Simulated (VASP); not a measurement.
EuO:

```
Eu O
1.0
     0.00000    2.57195    2.57195
     2.57195    0.00000    2.57195
     2.57195    2.57195    0.00000
Eu O
1 1
Direct
  0.50000 0.50000 0.50000
  0.00000 0.00000 0.00000
```

Base run:

| Item | Value |
| --- | --- |
| Program | VASP 6.6.1 |
| Functional | LDA |
| Potentials or basis | VASP PAW PBE potentials, release 64 (Eu, O) |
| Cutoff | 600 eV |
| k mesh | 10 × 10 × 10 |
| Occupations | gaussian, width 0.05 eV |
| Spin | collinear spin, ferromagnetic start |
| Starting moments | [7.42, 0.0] μB |
| Hubbard terms | Eu f U = 6.0 eV |

Its results: band gap on the k mesh zero (filled and empty bands overlap); pressure -7.1 GPa; net moment 7.00 μB per cell; site moments Eu +6.74; O -0.08 μB.

Task: The run is repeated on the same cell with these changes: k mesh from 10 × 10 × 10 to 5 × 5 × 5; moments at the start from [7.42, 0.0] to [0.5, 0.0]. What comes out?

Result: Band gap on the k mesh 0.14 eV (least direct gap 0.31 eV); pressure -6.9 GPa; net moment 7.00 μB per cell; site moments Eu +6.74; O -0.08 μB.

Caveats: some runs use coarse meshes; the PAW data sets were made with another functional, which shifts forces and pressure a little; spin-orbit coupling is left out, which moves the levels of the heavy elements; a cell with one magnetic atom can't hold antiferromagnetic order, which such compounds often take; the cell stands under tension (at least some runs); an odd mesh through Γ misses points on the zone boundary, where band edges can lie (at least some runs).
